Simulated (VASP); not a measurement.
Wanted: the native input for a VASP 6.6.1 run.

- Task: relaxation of cell and atoms
- Functional: PBE
- Potentials or basis: VASP PAW PBE potentials, release 64 (Hf_pv)
- Cutoff: 600 eV
- k mesh: 15 × 15 × 15
- Occupations: fermi-dirac, width 0.08 eV
- Spin: no spin polarisation
- Dipole correction: no
- Further INCAR settings: ALGO = Normal; EDIFF = 1e-06; IBRION = 2; EDIFFG = -0.005; NSW = 60; ISIF = 3

The structure of Hf lies in POSCAR:

```
Hf
1.0
    2.8990833409      0.0000000000      0.0000000000
    0.0000000000      2.8990833409      0.0000000000
    0.0000000000      0.0000000000      2.8990833409
Hf
1
Direct
    0.0000000000      0.0000000000      0.0000000000
```

One way to write it, as run:

INCAR

```
SYSTEM = Hf
  ALGO = Normal
  EDIFF = 1E-6
  EDIFFG = -0.005
  ENCUT = 600
  GGA = PE
  IBRION = 2
  ISIF = 3
  ISMEAR = -1
  LASPH = .TRUE.
  LCHARG = .FALSE.
  LREAL = .FALSE.
  LWAVE = .FALSE.
  NELM = 60
  NSW = 60
  PREC = Accurate
  SIGMA = 0.08
```

KPOINTS

```
k-points
0
G
  15 15 15
  0 0 0
```

Potentials or basis: VASP PAW PBE potentials, release 64 (Hf_pv).

The run is started by

```bash
$ cat potpaw_PBE.64/Hf_pv/POTCAR > POTCAR
$ mpirun -np 1 vasp_std > vasp.out
```

Results of the run:

| Property | Result |
| --- | --- |
| Relaxed volume | 24.73 Å³/atom |
| Relaxed cell | a = 2.913 Å, b = 2.913 Å, c = 2.913 Å, α = 90.00°, β = 90.00°, γ = 90.00° |
| Space group after relaxing (to 0.05 Å) | Pm-3m (No. 221) |
| Energy gained by relaxing | 1.2 meV/atom |
| Ionic steps | 3 |
| Pressure after relaxing | 0.0 GPa |
| Band gap on the k mesh | zero (band 5 reaches 4.73 eV, above the bottom of band 6 at 2.40 eV) |

Caveat: spin-orbit coupling is left out, which moves the levels of the heavy elements.

Wall time 110 s on 1 thread of AMD EPYC 7R13, on a shared host, peak memory 0.14 GiB.
